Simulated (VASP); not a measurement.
# Cu (Pm-3m) in VASP: further runs, part 2 of 2

VASP 6.6.1. Earlier steps stand in the parts before.

## (5) Relaxation of cell and atoms, r2SCAN, target pressure 30 GPa, at which the enthalpy is minimised

This run uses another cell than the first one, of 12.98 Å³/atom, 0.977 times its volume.

Input file POSCAR:

```
Cu
1.0
    2.3500000000      0.0000000000      0.0000000000
    0.0000000000      2.3500000000      0.0000000000
    0.0000000000      0.0000000000      2.3500000000
Cu
1
Direct
    0.0000000000      0.0000000000      0.0000000000
```

Input file INCAR.step1:

```
PREC = Accurate ; ENCUT = 600
ISMEAR = -1 ; SIGMA = 0.1
LREAL = False ; LASPH = True
NELM = 80 ; GGA = PE
ALGO = Normal ; EDIFF = 1E-4
LWAVE = True ; LCHARG = False
```

Input file INCAR.step2:

```
PREC = Accurate ; ENCUT = 600
EDIFF = 1E-6 ; ISMEAR = -1
SIGMA = 0.1 ; LREAL = False
LASPH = True ; NELM = 80
ALGO = Normal ; ISIF = 3
LWAVE = False ; LCHARG = False
METAGGA = R2SCAN ; LMIXTAU = True
IBRION = 2 ; NSW = 80
EDIFFG = -0.03 ; PSTRESS = 300.0
ISTART = 1
```

Input file KPOINTS:

```
regular mesh
0
Gamma
  10 10 10
```

Command:

```
cat potpaw_PBE.64/Cu/POTCAR > POTCAR
cp INCAR.step1 INCAR
mpirun -np 1 vasp_std > vasp.out
cp INCAR.step2 INCAR
mpirun -np 1 vasp_std > vasp.out
```

Wall time 51 s (1 thread of Intel Xeon 6975P-C (Granite Rapids), shared host); peak memory 0.14 GiB.

Results (log left out):

| Property | Result |
| --- | --- |
| Free energy | -10.1614 eV |
| Relaxed volume | 11.25 Å³/atom |
| Relaxed cell | a = 2.241 Å, b = 2.241 Å, c = 2.241 Å, α = 90.00°, β = 90.00°, γ = 90.00° |
| Space group after relaxing (to 0.05 Å) | Pm-3m (No. 221) |
| Energy change on relaxing (the enthalpy is what falls) | +165.6 meV/atom |
| Ionic steps | 5 |
| Pressure after relaxing | 30.4 GPa |

The path:
```
step  energy change (eV)  largest force (eV/Å)  pressure (GPa)  volume (Å³)
   1              0.0000                0.0000            4.34        12.98
   2              0.8197                0.0000           95.18         9.45
   3              0.1487                0.0000           28.36        11.34
   4              0.1595                0.0000           29.42        11.28
   5              0.1656                0.0000           30.38        11.25
```

Final structure:
```
CELL_PARAMETERS angstrom
2.24060 0.00000 0.00000
0.00000 2.24060 0.00000
0.00000 0.00000 2.24060
ATOMIC_POSITIONS crystal
Cu 0.00000 0.00000 0.00000
```

Levels at points of the mesh, in eV from the Fermi level:
| k point | band 1 | band 2 | band 3 | band 4 | band 5 | band 6 | band 7 | band 8 | band 9 |
| --- | --- | --- | --- | --- | --- | --- | --- | --- | --- |
| (0.00, 0.00, 0.00) | -9.86 | -5.04 | -5.04 | -1.59 | -1.59 | -1.59 | 20.82 | 20.82 | 20.82 |
| (0.50, 0.00, 0.00) | -5.34 | -4.58 | -2.68 | -2.68 | -2.17 | -1.50 | 2.90 | 26.26 | 28.82 |
| (0.50, 0.50, 0.00) | -5.66 | -4.19 | -2.46 | -2.46 | -0.80 | 4.83 | 4.83 | 11.36 | 11.57 |
| (0.50, 0.50, 0.50) | -4.68 | -4.68 | -4.68 | -0.74 | -0.74 | 12.21 | 12.21 | 12.21 | 14.62 |

Caveat: the cell is relaxed towards a set pressure, so the enthalpy falls and the energy may rise; the PAW data sets were made with another functional, which shifts forces and pressure a little.

## (6) Relaxation of cell and atoms, r2SCAN, target pressure 45 GPa, at which the enthalpy is minimised

This run uses another cell than the first one, of 12.98 Å³/atom, 0.977 times its volume.

POSCAR is that of step 5.

Input file INCAR.step1:

```
SYSTEM = Cu
PREC = Accurate ; ENCUT = 600
ISMEAR = -1 ; SIGMA = 0.1
LREAL = .False. ; LASPH = .True.
NELM = 80 ; GGA = PE
ALGO = Normal ; EDIFF = 1E-4
LWAVE = .True. ; LCHARG = .False.
```

Input file INCAR.step2:

```
SYSTEM = Cu
PREC = Accurate ; ENCUT = 600
EDIFF = 1E-7 ; ISMEAR = -1
SIGMA = 0.1 ; LREAL = .False.
LASPH = .True. ; NELM = 80
ALGO = Normal ; ISIF = 3
LWAVE = .False. ; LCHARG = .False.
METAGGA = R2SCAN ; LMIXTAU = .True.
IBRION = 2 ; NSW = 80
EDIFFG = -0.03 ; PSTRESS = 450.0
ISTART = 1
```

Input file KPOINTS:

```
Automatic mesh
0
Gamma
  10 10 10
  0 0 0
```

Potentials or basis: VASP PAW PBE potentials, release 64 (Cu).

Command:

```
cat potpaw_PBE.64/Cu/POTCAR > POTCAR
cp INCAR.step1 INCAR
mpirun -np 1 vasp_std > vasp.out
cp INCAR.step2 INCAR
mpirun -np 1 vasp_std > vasp.out
```

It took 66 s on 1 thread of Intel Xeon 6975P-C (Granite Rapids), shared host; peak memory 0.14 GiB.

Results (log left out):

```
Free energy                                            : -10.0291 eV
Relaxed volume                                         : 10.69 Å³/atom
Relaxed cell                                           : a = 2.203 Å, b = 2.203 Å, c = 2.203 Å, α = 90.00°, β = 90.00°, γ = 90.00°
Space group after relaxing (to 0.05 Å)                 : Pm-3m (No. 221)
Energy change on relaxing (the enthalpy is what falls) : +297.9 meV/atom
Ionic steps                                            : 5
Pressure after relaxing                                : 45.3 GPa
```

The path:
```
step  energy change (eV)  largest force (eV/Å)  pressure (GPa)  volume (Å³)
   1              0.0000                0.0000            3.55        12.98
   2              2.6728                0.0000          258.88         7.64
   3              0.2414                0.0000           39.28        10.90
   4              0.2758                0.0000           42.80        10.77
   5              0.2979                0.0000           45.27        10.69
```

Final structure:
```xyz
1
Lattice="2.2026 0.0000 0.0000 0.0000 2.2026 0.0000 0.0000 0.0000 2.2026" Properties=species:S:1:pos:R:3 pbc="T T T"
Cu    0.0000    0.0000    0.0000
```

Levels at points of the mesh, in eV from the Fermi level:
```
           k point  band 2  band 3  band 4  band 5  band 6  band 7  band 8  band 9
(0.00, 0.00, 0.00)   -5.35   -5.35   -1.63   -1.63   -1.63   21.46   21.46   21.46
(0.50, 0.00, 0.00)   -4.85   -2.81   -2.81   -2.40   -1.53    3.14   26.74   29.59
(0.50, 0.50, 0.00)   -4.42   -2.57   -2.57   -0.78    4.94    4.94   11.63   12.26
(0.50, 0.50, 0.50)   -4.97   -4.97   -0.71   -0.71   12.70   12.70   12.70   14.70
```

Caveat: the cell is relaxed towards a set pressure, so the enthalpy falls and the energy may rise; the volume moved by over 15 % at a fixed basis, so the end points are rough; the PAW data sets were made with another functional, which shifts forces and pressure a little.

## (7) Single point, r2SCAN

This run uses another cell than the first one, of 12.04 Å³/atom, 0.906 times its volume.

Input file POSCAR:

```
Cu
1.0
    2.2920148125      0.0000000000      0.0000000000
    0.0000000000      2.2920148125      0.0000000000
    0.0000000000      0.0000000000      2.2920148125
Cu
1
Direct
    0.0000000000      0.0000000000      0.0000000000
```

Input file INCAR.step1:

```
SYSTEM = Cu
  PREC = Accurate
  ENCUT = 770
  ISMEAR = -1
  SIGMA = 0.1
  LREAL = .False.
  LASPH = .True.
  NELM = 120
  NBANDS = 16
  GGA = PE
  ALGO = Normal
  EDIFF = 1E-5
  LWAVE = .True.
  LCHARG = .False.
  GGA_COMPAT = .False.
```

Input file INCAR.step2:

```
SYSTEM = Cu
  PREC = Accurate
  ENCUT = 770
  EDIFF = 1E-6
  ISMEAR = -1
  SIGMA = 0.1
  LREAL = .False.
  LASPH = .True.
  NELM = 120
  ALGO = Normal
  ISIF = 2
  LWAVE = .False.
  LCHARG = .True.
  METAGGA = R2SCAN
  LMIXTAU = .True.
  LELF = .True.
  LVHAR = .True.
  NBANDS = 16
  ISTART = 1
  GGA_COMPAT = .False.
```

Input file KPOINTS:

```
regular mesh
0
Gamma
  10 10 10
  0 0 0
```

Potentials or basis: VASP PAW PBE potentials, release 64 (Cu_sv_GW).

Command:

```
cat potpaw_PBE.64/Cu_sv_GW/POTCAR > POTCAR
cp INCAR.step1 INCAR
mpirun -np 1 vasp_std > vasp.out
cp INCAR.step2 INCAR
mpirun -np 1 vasp_std > vasp.out
```

Run time: 2 min. Hardware: 1 thread of AMD EPYC 7R13 (Zen 3), shared host; peak memory 0.13 GiB.

It converged, with:

| Quantity | Value |
| --- | --- |
| Free energy | -10.3436 eV |
| Pressure | 11.8 GPa |

Levels at points of the mesh, in eV from the Fermi level:
```csv
k point,band 6,band 7,band 8,band 9,band 10,band 11,band 12,band 13
"(0.00, 0.00, 0.00)",-4.62,-4.62,-1.50,-1.50,-1.50,19.95,19.95,19.95
"(0.50, 0.00, 0.00)",-4.20,-2.48,-2.48,-1.92,-1.41,2.63,25.66,27.56
"(0.50, 0.50, 0.00)",-3.87,-2.28,-2.28,-0.76,4.65,4.65,10.71,11.05
"(0.50, 0.50, 0.50)",-4.28,-4.28,-0.71,-0.71,11.53,11.53,11.53,14.48
```

Caveat: the PAW data sets were made with another functional, which shifts forces and pressure a little.

## (8) Overview

```tsv
task	potentials or basis	cell	cutoff (eV)	second run	gap on the mesh (eV)	pressure (GPa)
single point	VASP PAW PBE potentials, release 64 (Cu)	a = 2.369 Å, 1 atom	520	-	none	0.5
relaxation of cell and atoms	VASP PAW PBE potentials, release 64 (Cu)	relaxed from a = 2.350 Å, 1 atom	600	-	none	0.0
relaxation of cell and atoms	VASP PAW PBE potentials, release 64 (Cu)	relaxed to 15 GPa from a = 2.350 Å, 1 atom	600	-	none	14.9
relaxation of cell and atoms	VASP PAW PBE potentials, release 64 (Cu)	relaxed to 30 GPa from a = 2.350 Å, 1 atom	600	-	none	30.4
relaxation of cell and atoms	VASP PAW PBE potentials, release 64 (Cu)	relaxed to 45 GPa from a = 2.350 Å, 1 atom	600	-	none	45.3
single point	VASP PAW PBE potentials, release 64 (Cu_sv_GW)	a = 2.292 Å, 1 atom	770	valence_matched	none	11.8
```

Alike in all rows: level r2SCAN; no spin polarisation; k mesh 10 × 10 × 10; smearing fermi-dirac 0.1 eV.

Caveats: the PAW data sets were made with another functional, which shifts forces and pressure a little; the cell is relaxed towards a set pressure, so the enthalpy falls and the energy may rise (some runs); the volume moved by over 15 % at a fixed basis, so the end points are rough (some runs).

Total energies depend on the potentials used, so only differences within one code and one set of settings carry meaning.
